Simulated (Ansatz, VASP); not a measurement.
**PtS2: VASP beside Ansatz**

Contents of INCAR:

```
PREC     = Accurate       # precision mode
ENCUT    = 520            # plane-wave cutoff, eV
EDIFF    = 1E-6           # SCF threshold, eV
ISMEAR   = 0              # smearing method
SIGMA    = 0.05           # smearing width, eV
LREAL    = False          # projectors in reciprocal space
LASPH    = True           # aspherical terms in the spheres
NELM     = 100            # most SCF steps
ALGO     = Normal         # electronic algorithm
ISIF     = 2              # what is computed and relaxed
LWAVE    = False          # write WAVECAR
LCHARG   = False          # write CHGCAR
GGA      = PE             # functional
NBANDS   = 18             # bands
```

KPOINTS

```
Automatic mesh
0
Gamma
  9 9 6
```

The input POSCAR:

```
PtS2
1.0
    3.5432000000      0.0000000000      0.0000000000
   -1.7716000000      3.0685012107      0.0000000000
    0.0000000000      0.0000000000      5.0388000000
Pt S
1 2
Direct
    0.0000000000      0.0000000000      0.0000000000
    0.3333333333      0.6666666667      0.2270000000
    0.6666666667      0.3333333333      0.7730000000
```

Input for Ansatz:

```yaml
crystal:
  lattice:
    - [3.5432, 0.0, 0.0]
    - [-1.7716, 3.0685012107, 0.0]
    - [0.0, 0.0, 5.0388]
  atoms:
    - { symbol: Pt, position: [0.0, 0.0, 0.0] }
    - { symbol: S, position: [0.3333333333, 0.6666666667, 0.227] }
    - { symbol: S, position: [0.6666666667, 0.3333333333, 0.773] }
basis:
  ecutwfc: 420
  fft_grid_basis: typed
kpoints:
  mp_grid: { grid: [9, 9, 6] }
hamiltonian:
  xc: pbe
scf:
  occupations: { method: gaussian, width: 0.05 }
output:
  forces: true
  stress: true
  eigenvalues: true
  bader: true
  write_density: true
  volumetric_format: npy
  elf: true
```

Alike in both runs: task single point; functional PBE; k mesh 9 × 9 × 6; occupations gaussian, width 0.05 eV; no spin polarisation.

|  | VASP | Ansatz |
| --- | --- | --- |
| version | VASP 6.6.1 | Ansatz 0.2.0 |
| potentials or method | VASP PAW PBE potentials, release 64 (Pt, S), cutoff 520 eV | scalar-relativistic, plane waves, PAW |
| valence electrons in the cell | 22 | 30 |

```tsv
	VASP	Ansatz	Ansatz less VASP
gap on the k mesh at the Fermi level (eV)	1.00	0.99	-0.016
pressure (GPa)	11.1	11.6	+0.52
traceless stress, the component that is largest in VASP (GPa)	-0.99	-1.17	-0.184
rms of the force components (eV/Å)	0.572	0.593	+0.0206
```

Atom by atom the forces differ by 0.021 eV/Å (rms over components). VASP's potentials hold 22 valence electrons a cell and Ansatz's 30, so a difference there can come from the potentials and not from the codes.

Neither program's run includes spin-orbit coupling.
